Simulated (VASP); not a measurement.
# SiNi3 (Pm-3m) in VASP: a series of runs

Aim: see how the results for SiNi3 move with the level of theory and the settings. Levels: PBE, PBEsol. Tasks: single point.

Everything below comes from runs of VASP 6.6.1. Logs are shortened: lines on timing, memory, paths and dates and some standing lists are left out, and cuts for length are marked.

## 1. The cell of the first run

The structure is cubic, space group Pm-3m (No. 221). Conventional cell: a = 3.542 Å, b = 3.542 Å, c = 3.542 Å, α = 90.00°, β = 90.00°, γ = 90.00°. Within 3.3 Å of Ni (site symmetry 4/mmm) lie 8 Ni at 2.50 Å and 4 Si at 2.50 Å. Si (site symmetry m-3m) has 12 Ni at 2.50 Å within 3.3 Å.

## 2. Single point, PBE, collinear spin, ferrimagnetic start

Contents of INCAR:

```
SYSTEM = SiNi3
PREC = Accurate
ENCUT = 520
EDIFF = 1E-6
ISMEAR = -1
SIGMA = 0.05
LREAL = .FALSE.
LASPH = .TRUE.
NELM = 150
ALGO = Normal
ISIF = 2
LWAVE = .FALSE.
LCHARG = .FALSE.
ISPIN = 2
MAGMOM = 1 -1 1 0
LORBIT = 11
LMAXMIX = 4
GGA = PE
NBANDS = 29
```

Contents of KPOINTS:

```
regular mesh
0
G
  8 8 8
  0 0 0
```

Contents of POSCAR:

```
SiNi3
1.0
    3.5420000000      0.0000000000      0.0000000000
    0.0000000000      3.5420000000      0.0000000000
    0.0000000000      0.0000000000      3.5420000000
Ni Si
3 1
Direct
    0.5000000000      0.5000000000      0.0000000000
    0.5000000000      0.0000000000      0.5000000000
    0.0000000000      0.5000000000      0.5000000000
    0.0000000000      0.0000000000      0.0000000000
```

Potentials or basis: VASP PAW PBE potentials, release 64 (Ni, Si).

Started as:

```console
cat potpaw_PBE.64/Ni/POTCAR potpaw_PBE.64/Si/POTCAR > POTCAR
mpirun -np 1 vasp_std > vasp.out
```

OUTCAR:

```text
SYSTEM = SiNi3
   PREC = Accurate
   ENCUT = 520
   EDIFF = 1E-6
   ISMEAR = -1
   LREAL = .FALSE.
   LASPH = .TRUE.
   NELM = 150
   ISIF = 2
   ISPIN = 2
   LORBIT = 11
   GGA = PE

 ion  position               nearest neighbor table
   1  0.500  0.500  0.000-   2 2.50   3 2.50   4 2.50   2 2.50   3 2.50   2 2.50   4 2.50   2 2.50
                             3 2.50   4 2.50   3 2.50   4 2.50
   2  0.500  0.000  0.500-   1 2.50   3 2.50   4 2.50   1 2.50   4 2.50   1 2.50   3 2.50   1 2.50
                             3 2.50   4 2.50   4 2.50   3 2.50
   3  0.000  0.500  0.500-   1 2.50   2 2.50   4 2.50   1 2.50   4 2.50   2 2.50   4 2.50   4 2.50
                             1 2.50   2 2.50   1 2.50   2 2.50
   4  0.000  0.000  0.000-   1 2.50   2 2.50   3 2.50   2 2.50   3 2.50   1 2.50   3 2.50   3 2.50
                             1 2.50   2 2.50   2 2.50   1 2.50

  LATTYP: Found a simple cubic cell.
 ALAT       =     3.5420000000

  Lattice vectors:

 A1 = (   3.5420000000,   0.0000000000,   0.0000000000)
 A2 = (   0.0000000000,   3.5420000000,   0.0000000000)
 A3 = (   0.0000000000,   0.0000000000,   3.5420000000)

Analysis of symmetry for initial positions (statically):
=====================================================================
 Subroutine PRICEL returns:
 Original cell was already a primitive cell.

 Routine SETGRP: Setting up the symmetry group for a
 simple cubic supercell.

 Subroutine GETGRP returns: Found 48 space group operations
 (whereof 48 operations were pure point group operations)
 out of a pool of 48 trial point group operations.

The static configuration has the point symmetry O_h .

Analysis of symmetry for dynamics (positions and initial velocities):
=====================================================================
 Subroutine PRICEL returns:
 Original cell was already a primitive cell.

 Routine SETGRP: Setting up the symmetry group for a
 simple cubic supercell.

 Subroutine GETGRP returns: Found 48 space group operations
 (whereof 48 operations were pure point group operations)
 out of a pool of 48 trial point group operations.

The dynamic configuration has the point symmetry O_h .

Analysis of structural, dynamic, and magnetic symmetry:
=====================================================================
 Subroutine PRICEL returns:
 Original cell was already a primitive cell.

 Routine SETGRP: Setting up the symmetry group for a
 simple cubic supercell.

 Subroutine GETGRP returns: Found 16 space group operations
 (whereof 16 operations were pure point group operations)
 out of a pool of 48 trial point group operations.

The overall configuration has the point symmetry D_4h.

 Subroutine INISYM returns: Found 16 space group operations
 (whereof 16 operations are pure point group operations),
 and found     1 'primitive' translations

----------------------------------------------------------------------------------------

                                     Primitive cell

  volume of cell :      44.4371

  direct lattice vectors                    reciprocal lattice vectors
     3.542000000  0.000000000  0.000000000     0.282326369  0.000000000  0.000000000
     0.000000000  3.542000000  0.000000000     0.000000000  0.282326369  0.000000000
     0.000000000  0.000000000  3.542000000     0.000000000  0.000000000  0.282326369

  length of vectors
     3.542000000  3.542000000  3.542000000     0.282326369  0.282326369  0.282326369

  position of ions in fractional coordinates (direct lattice)
     0.500000000  0.500000000  0.000000000
     0.500000000  0.000000000  0.500000000
     0.000000000  0.500000000  0.500000000
     0.000000000  0.000000000  0.000000000

  ion indices of the primitive-cell ions
   primitive index   ion index
                 1           1
                 2           2
                 3           3
                 4           4

----------------------------------------------------------------------------------------

 KPOINTS: regular mesh

Automatic generation of k-mesh.
 Grid dimensions read from file:
 generate k-points for:    8    8    8

 Generating k-lattice:

  Cartesian coordinates                     Fractional coordinates (reciprocal lattice)
     0.035290796  0.000000000  0.000000000     0.125000000  0.000000000  0.000000000
     0.000000000  0.035290796  0.000000000     0.000000000  0.125000000  0.000000000
     0.000000000  0.000000000  0.035290796     0.000000000  0.000000000  0.125000000

  Length of vectors
     0.035290796  0.035290796  0.035290796

  Shift w.r.t. Gamma in fractional coordinates (k-lattice)
     0.000000000  0.000000000  0.000000000

 Subroutine IBZKPT returns following result:
 ===========================================

 Found     75 irreducible k-points:

 Following reciprocal coordinates:
            Coordinates               Weight
  0.000000  0.000000  0.000000      1.000000
  0.125000  0.000000  0.000000      4.000000
  0.000000  0.125000  0.000000      2.000000
  0.250000  0.000000  0.000000      4.000000
  0.000000  0.250000  0.000000      2.000000
  0.375000  0.000000  0.000000      4.000000
[... 16 lines left out ...]
  0.375000  0.250000  0.000000      8.000000
  0.000000  0.375000  0.250000      8.000000
 [... further k-points ...]
   k-points           NKPTS =     75   k-points in BZ     NKDIM =     75   number of bands    NBANDS=     29
   number of dos      NEDOS =    301   number of ions     NIONS =      4
   total plane-waves  NPLWV =  21952
   dimension x,y,z NGX =    28 NGY =   28 NGZ =   28
   dimension x,y,z NGXF=    56 NGYF=   56 NGZF=   56
   ions per type =               3   1
   NGX,Y,Z   is equivalent  to a cutoff of  13.14, 13.14, 13.14 a.u.
   NGXF,Y,Z  is equivalent  to a cutoff of  26.28, 26.28, 26.28 a.u.
 SYSTEM =  SiNi3
   PREC   = accura    normal or accurate (medium, high low for compatibility)
   ISTART =      0    job   : 0-new  1-cont  2-samecut
   ICHARG =      2    charge: 1-file 2-atom 10-const
   ISPIN  =      2    spin polarized calculation?
   LNONCOLLINEAR =      F non collinear calculations
   LSORBIT =      F    spin-orbit coupling
   LASPH  =      T    aspherical Exc in radial PAW
   ENCUT  =  520.0 eV  38.22 Ry    6.18 a.u.   6.59  6.59  6.59*2*pi/ulx,y,z
   NELM   =    150;   NELMIN=  2; NELMDL= -5     # of ELM steps
   EDIFF  = 0.1E-05   stopping-criterion for ELM
   LREAL  =      F    real-space projection
   EDIFFG = 0.1E-04   stopping-criterion for IOM
   NSW    =      0    number of steps for IOM
   IBRION =     -1    ionic relax: 0-MD 1-quasi-New 2-CG
   NFREE  =      0    steps in history (QN), initial steepest desc. (CG)
   ISIF   =      2    stress and relaxation
   ISYM   =      2    0-nonsym 1-usesym 2-fastsym
   POTIM  = 0.5000    time-step for ionic-motion
   TEBEG  =    0.0;   TEEND  =   0.0 temperature during run
   PSTRESS=    0.0 pullay stress
   NELECT =      34.0000    total number of electrons
   NUPDOWN=      -1.0000    fix difference up-down
   EMIN   =  10.00;   EMAX   =-10.00  energy-range for DOS
   EFERMI =   0.00;   METHOD = LEGACY
   ISMEAR =    -1;   SIGMA  =   0.05  broadening in eV -4-tet -1-fermi 0-gaus
   EFERMI_NEDOS =   21; number of points for ismear=-14 and -15
   IALGO  =     38    algorithm
   IMIX   =      4    mixing-type and parameters
     AMIX     =   0.40;   BMIX     =  1.00
     AMIX_MAG =   1.60;   BMIX_MAG =  1.00
  volume/ion in A,a.u.               =      11.11        74.97
  Fermi-wavevector in a.u.,A,eV,Ry     =   1.497336  2.829555 30.504465  2.242015
  Thomas-Fermi vector in A             =   2.609237
   LORBIT       =     11    0 simple, 1 ext, 2 COOP (PROOUT), +10 PAW based schemes
   GGA     = PE    functional components
   LHFCALC =     F    Hartree Fock is set to
   AEXX    =    0.0000 exact exchange contribution
   IVDW    =     0    specifies the selected vdW correction
   LEPSILON=     F    determine dielectric tensor
   LRPA    =     F    only Hartree local field effects (RPA)
 spin polarized calculation
  energy-cutoff  :      520.00
  volume of cell :       44.44
 maximum number of plane-waves:      1222
 NGX is ok and might be reduce to    28
   NGX = 13   NGY = 13   NGZ = 13

 number of electron      33.9999988 magnetization      -0.0010154

 number of electron      33.9999988 magnetization       0.0000428

 Free energy of the ion-electron system (eV)
  ---------------------------------------------------
  ext. energy  EPLUGINS =         0.00000000
  ---------------------------------------------------
  free energy    TOTEN  =       -23.66255675 eV

  energy without entropy =      -23.64391072  energy(sigma->0) =      -23.65323374

 E-fermi :  10.2057     XC(G=0): -12.9309

 val. band max:       10.1428862375   @ k =   0.1250   0.1250   0.0000
 cond. band min:      10.2141158974   @ k =   0.3750   0.5000   0.3750
 fundamental gap:      0.0712296598
 Fermi energy:        10.2057250526

 spin component 1

 k-point     1 :       0.0000    0.0000    0.0000
  band No.  band energies     occupation
      1      -1.4822      1.00000
      2       5.5237      1.00000
      3       6.3342      1.00000
      4       6.3342      1.00000
      5       6.8303      1.00000
      6       6.8303      1.00000
[... 757 lines left out ...]
     28      24.2206      0.00000
     29      24.3054      0.00000

 [... further k-points ...]

 spin component 2

 k-point     1 :       0.0000    0.0000    0.0000
  band No.  band energies     occupation
      1      -1.4822      1.00000
      2       5.5237      1.00000
      3       6.3342      1.00000
      4       6.3342      1.00000
      5       6.8304      1.00000
      6       6.8304      1.00000
[... 757 lines left out ...]
     28      24.2206      0.00000
     29      24.3054      0.00000

 [... further k-points ...]

------------------------ aborting loop because EDIFF is reached ----------------------------------------

  FORCE on cell =-STRESS in cart. coord.  units (eV):
  Direction    XX          YY          ZZ          XY          YZ          ZX
  --------------------------------------------------------------------------------------
  -------------------------------------------------------------------------------------
  Total       -1.6456335     -1.6456238     -1.6456335      0.0000000      0.0000000      0.0000000
  in kB      -59.3332361    -59.3328872    -59.3332361      0.0000000      0.0000000      0.0000000
  external PRESSURE =     -59.3331198 kB  Pullay stress =       0.0000000 kB

 VOLUME and BASIS-vectors are now :
 -----------------------------------------------------------------------------
  energy-cutoff  :      520.00
  volume of cell :       44.44
      direct lattice vectors                 reciprocal lattice vectors
     3.542000000  0.000000000  0.000000000     0.282326369  0.000000000  0.000000000
     0.000000000  3.542000000  0.000000000     0.000000000  0.282326369  0.000000000
     0.000000000  0.000000000  3.542000000     0.000000000  0.000000000  0.282326369

 POSITION                                       TOTAL-FORCE (eV/Angst)
 -----------------------------------------------------------------------------------
      1.77100      1.77100      0.00000         0.000000      0.000000      0.000000
      1.77100      0.00000      1.77100         0.000000      0.000000      0.000000
      0.00000      1.77100      1.77100         0.000000      0.000000      0.000000
      0.00000      0.00000      0.00000         0.000000      0.000000      0.000000
 -----------------------------------------------------------------------------------
    total drift:                                0.000000      0.000000      0.000000

  FREE ENERGIE OF THE ION-ELECTRON SYSTEM (eV)
  ---------------------------------------------------
  free  energy   TOTEN  =       -23.6625567515 eV

  energy  without entropy=      -23.6439107239  energy(sigma->0) =      -23.65323374

 total charge

# of ion       s       p       d       tot
------------------------------------------
    1        0.471   0.539   8.394   9.404
    2        0.471   0.539   8.394   9.404
    3        0.471   0.539   8.394   9.404
    4        0.730   0.804   0.000   1.534
--------------------------------------------------
tot          2.143   2.421  25.183  29.746

 magnetization (x)

# of ion       s       p       d       tot
------------------------------------------
    1       -0.000  -0.000   0.000   0.000
    2        0.000  -0.000  -0.000  -0.000
    3       -0.000  -0.000   0.000   0.000
    4       -0.000  -0.000   0.000  -0.000
--------------------------------------------------
tot         -0.000  -0.000   0.000   0.000
```

Run time: 1.8 min. Hardware: 1 thread of Intel Xeon Platinum 8488C (Sapphire Rapids), shared host; peak memory 0.26 GiB.

What came out:

```
Free energy                                           : -23.6626 eV
Pressure                                              : -5.9 GPa
Band gap on the k mesh                                : zero (filled and empty bands overlap)
Net moment                                            : 0.00 μB per cell
Valence electrons inside the program's atomic spheres : Ni 9.40; Si 1.53
```

Caveat: the cell stands under tension.

[end of part 1 of 2]
